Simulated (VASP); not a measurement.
Input of a VASP 6.6.1 run:

INCAR

```
SYSTEM = SiO2
PREC = Accurate
ENCUT = 520
EDIFF = 1E-6
ISMEAR = 0
SIGMA = 0.1
LREAL = .False.
LASPH = .True.
NELM = 60
ALGO = Normal
ISIF = 2
LWAVE = .False.
LCHARG = .False.
LDIPOL = .True.
IDIPOL = 3
DIPOL = 0.5 0.5 0.300
GGA = PE
IVDW = 12
NBANDS = 25
```

KPOINTS

```
Automatic mesh
0
Gamma
  6 6 1
  0 0 0
```

The input POSCAR:

```
SiO2
1.0
    3.3372041271      0.0000000000      0.0000000000
    0.0000000000      3.3372041271      0.0000000000
    0.0000000000      0.0000000000     29.9813375200
Si O
2 4
Direct
    0.0000000000      0.0000000000      0.2499745473
    0.5000000000      0.5000000000      0.3503989346
    0.0000000000      0.5000000000      0.2492849179
    0.5000000000      0.0000000000      0.2492849179
    0.5000000000      0.0000000000      0.3510885641
    0.0000000000      0.5000000000      0.3510885641
```

Potentials or basis: VASP PAW PBE potentials, release 64 (Si, O).

Run with:

```console
$ cat potpaw_PBE.64/Si/POTCAR potpaw_PBE.64/O/POTCAR > POTCAR
$ mpirun -np 1 vasp_std > vasp.out
```

Problem. Estimate the dispersion energy per atom.

Solution. -0.115 eV.

Problem. Predict the largest force.

Solution. 0.008 eV/Å.

Problem. What does it give for the band gap on the k mesh?

Solution. Zero (bands 16 and 17 overlap by 0.04 eV).

Forces on the atoms (eV/Å):
```
Si   0.000  0.000  0.008
Si   0.000  0.000 -0.008
O    0.000  0.000 -0.004
O    0.000  0.000 -0.004
O    0.000  0.000  0.004
O    0.000  0.000  0.004
```
